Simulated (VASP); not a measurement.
# SnO2 (Cassiterite): single point with PBE

The system is SnO2 (Cassiterite).

```xyz
6
Lattice="4.7380 0.0000 0.0000 0.0000 4.7380 0.0000 0.0000 0.0000 3.1865" Properties=species:S:1:pos:R:3 pbc="T T T"
Sn    0.0000    0.0000    0.0000
Sn    2.3690    2.3690    1.5933
O     1.4550    1.4550    0.0000
O     0.9140    3.8240    1.5933
O     3.2830    3.2830    0.0000
O     3.8240    0.9140    1.5933
```

```json
{
 "Program": "VASP 6.6.1",
 "Task": "single point",
 "Functional": "PBE",
 "Potentials or basis": "VASP PAW PBE potentials, release 64 (Sn_d, O)",
 "Cutoff": "520 eV",
 "k mesh": "2 × 2 × 2",
 "Occupations": "gaussian, width 0.01 eV",
 "Spin": "no spin polarisation",
 "Dipole correction": "no",
 "Further INCAR settings": "ALGO = Normal; EDIFF = 1e-06; NBANDS = 35"
}
```

```
Pressure               : 11.8 GPa
Largest force          : 0.403 eV/Å
Band gap on the k mesh : 1.23 eV, direct
```

Forces on the atoms (eV/Å):
```
Sn   0.000  0.000  0.000
Sn   0.000  0.000  0.000
O   -0.285 -0.285  0.000
O    0.285 -0.285  0.000
O    0.285  0.285  0.000
O   -0.285  0.285  0.000
```

Stress tensor (GPa, compression positive):
```
 8.78  0.00  0.00
 0.00  8.78  0.00
 0.00  0.00 17.88
```

Levels at points of the mesh, in eV from the valence-band top:
```csv
k point,band 23,band 24,band 25,band 26,band 27,band 28,band 29,band 30
"(0.00, 0.00, 0.00)",-1.21,-0.78,-0.78,0.00,1.23,6.11,6.31,6.31
"(0.50, 0.00, 0.00)",-1.17,-1.17,-0.64,-0.64,4.41,4.41,7.05,7.05
"(0.50, 0.50, 0.00)",-1.29,-1.29,-0.91,-0.91,4.80,4.80,7.49,7.49
"(0.00, 0.00, 0.50)",-1.67,-1.67,-1.27,-1.27,6.21,6.21,9.74,9.74
"(0.50, 0.00, 0.50)",-1.11,-1.11,-0.69,-0.69,6.48,6.48,8.02,8.02
"(0.50, 0.50, 0.50)",-0.97,-0.97,-0.84,-0.84,4.89,4.89,8.83,8.83
```

It took 18 s on 1 thread of Intel(R) Xeon(R) Platinum 8488C (Sapphire Rapids), with other jobs on the host, peak memory 0.17 GiB.

Caveat: the k points lie up to 0.99 Å⁻¹ apart; spin-orbit coupling is left out, which moves the levels of the heavy elements.
